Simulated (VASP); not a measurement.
Write the native input for VASP 6.6.1 that does the following.

| Quantity | Value |
| --- | --- |
| Task | relaxation of shape and atoms at fixed volume |
| Functional | PBEsol |
| Potentials or basis | VASP PAW PBE potentials, release 64 (Rh_pv) |
| Cutoff | 500 eV |
| k mesh | 18 × 18 × 6 |
| Occupations | gaussian, width 0.1 eV |
| Spin | no spin polarisation |
| Dipole correction | no |
| Further INCAR settings | ALGO = Normal; EDIFF = 1e-07; IBRION = 2; EDIFFG = -0.01; NSW = 50; ISIF = 4 |

The structure of Rh lies in POSCAR:

```
Rh
1.0
    2.7019223757      0.0000000000      0.0000000000
   -1.3509611879      2.3399334164      0.0000000000
    0.0000000000      0.0000000000      8.8135517069
Rh
4
Direct
    0.0000000000      0.0000000000      0.0000000000
    0.3333333333      0.6666666667      0.2500000000
    0.0000000000      0.0000000000      0.5000000000
    0.6666666667      0.3333333333      0.7500000000
```

This cell differs from its parent crystal: volume scaled by 1.03.

The input as run:

INCAR

```
SYSTEM = Rh
PREC = Accurate
ENCUT = 500
EDIFF = 1E-7
ISMEAR = 0
SIGMA = 0.1
LREAL = .FALSE.
LASPH = .TRUE.
NELM = 120
ALGO = Normal
ISIF = 4
LWAVE = .FALSE.
LCHARG = .FALSE.
GGA = PS
IBRION = 2
NSW = 50
EDIFFG = -0.01
GGA_COMPAT = .FALSE.
NELMIN = 4
```

KPOINTS

```
Automatic mesh
0
G
  18 18 6
  0 0 0
```

Potentials or basis: VASP PAW PBE potentials, release 64 (Rh_pv).

Run with:

```console
$ cat potpaw_PBE.64/Rh_pv/POTCAR > POTCAR
$ mpirun -np 1 vasp_std > vasp.out
```

Results of the run:

```json
{"Pressure after relaxing": "-8.1 GPa", "Band gap on the k mesh": "zero (band 30 reaches 12.35 eV, above the bottom of band 31 at 10.39 eV)"}
```

Caveat: the relaxation stopped at its first step, so nothing moved; the PAW data sets were made with another functional, which shifts forces and pressure a little.

Run time: 96 s on 1 thread of Intel(R) Xeon(R) 6975P-C (Granite Rapids) (shared host), peak memory 0.31 GiB.
